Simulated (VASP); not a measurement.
Here is a VASP 6.6.1 calculation.

The input INCAR:

```
SYSTEM = Bi
PREC     = Accurate       ! precision mode
ENCUT    = 520            ! plane-wave cutoff, eV
EDIFF    = 1E-7           ! SCF threshold, eV
ISMEAR   = 0              ! smearing method
SIGMA    = 0.1            ! smearing width, eV
LREAL    = .False.        ! projectors in reciprocal space
LASPH    = .True.         ! aspherical terms in the spheres
NELM     = 100            ! most SCF steps
ALGO     = Fast           ! electronic algorithm
ISIF     = 2              ! what is computed and relaxed
LWAVE    = .False.        ! write WAVECAR
LCHARG   = .True.         ! write CHGCAR
GGA      = PS             ! functional
LELF     = .True.         ! ELF
LVHAR    = .True.       
NBANDS   = 14             ! bands
```

KPOINTS

```
regular mesh
0
Gamma
  16 16 16
  0 0 0
```

The input POSCAR:

```
Bi
1.0
   -4.3608536630      4.3608536630      1.4652980939
    4.3608536630     -4.3608536630      1.4652980939
    4.3608536630      4.3608536630     -1.4652980939
Bi
1
Direct
    0.0000000000      0.0000000000      0.0000000000
```

Potentials or basis: VASP PAW PBE potentials, release 64 (Bi_d).

Launch:

```bash
$ cat potpaw_PBE.64/Bi_d/POTCAR > POTCAR
$ mpirun -np 1 vasp_std > vasp.out
```

Q: Estimate the pressure.

A: -0.6 GPa.

Q: Predict the band gap on the k mesh.

A: Zero (an odd number of electrons rules out a gap without spin polarisation).

Stress tensor (GPa, compression positive):
```
-0.13  0.00  0.00
 0.00 -0.13  0.00
 0.00  0.00 -1.52
```

Caveat: the cell differs from its parent crystal (strained); the PAW data sets were made with another functional, which shifts forces and pressure a little; spin-orbit coupling is left out, which moves the levels of the heavy elements.
